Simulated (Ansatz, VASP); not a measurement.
Two plane-wave programs on C

The input INCAR:

```
PREC = Accurate
ENCUT = 520
EDIFF = 1E-8
ISMEAR = -1
SIGMA = 0.08
LREAL = False
LASPH = True
NELM = 60
ALGO = Normal
ISIF = 2
LWAVE = False
LCHARG = False
LEFG = True
NBANDS = 11
```

KPOINTS

```
regular mesh
0
Gamma
  20 20 20
```

POSCAR

```
C
1.0
    0.0000000000      1.8183775075      1.8183775075
    1.8183775075      0.0000000000      1.8183775075
    1.8183775075      1.8183775075      0.0000000000
C
2
Direct
    0.5000000000      0.5000000000      0.5000000000
    0.7500000000      0.7500000000      0.7500000000
```

Input for Ansatz:

```yaml
crystal:
  lattice:
    - [0.0, 1.8183775075, 1.8183775075]
    - [1.8183775075, 0.0, 1.8183775075]
    - [1.8183775075, 1.8183775075, 0.0]
  atoms:
    - { symbol: C, position: [0.5, 0.5, 0.5] }
    - { symbol: C, position: [0.75, 0.75, 0.75] }
kpoints:
  mp_grid: { grid: [20, 20, 20] }
scf:
  occupations: { method: fermi_dirac, width: 0.08 }
hamiltonian:
  xc: lda
  pseudopotentials: { kind: paw }
output:
  forces: true
  stress: true
  eigenvalues: true
  efg: { contact_densities: true }
```

Change from the starting cell: volume scaled by 1.06, PAW files.

Alike in both runs: task electric field gradients; functional LDA; k mesh 20 × 20 × 20; occupations fermi-dirac, width 0.08 eV; no spin polarisation.

|  | VASP | Ansatz |
| --- | --- | --- |
| version | VASP 6.6.1 | Ansatz 0.2.0 |
| potentials or method | VASP PAW LDA potentials, release 64 (C) | PAW with Ansatz's default frozen-core files, scalar-relativistic |
| plane-wave cutoff (eV) | 520 | 420 |
| valence electrons in the cell | 8 | 8 |

VASP gave:

- gap on the k mesh at the Fermi level (eV): 3.96
- pressure (GPa): -33.8

Estimate Ansatz's values.

gap on the k mesh at the Fermi level (eV): 3.97; pressure (GPa): -34.9.

LDA's correlation is that of Perdew and Zunger in VASP and of Perdew and Wang (1992) in Ansatz. Both programs put the cell under strong tension, so it lies far from rest at this level.

Noted on VASP's run: the cell as given lies far from equilibrium.
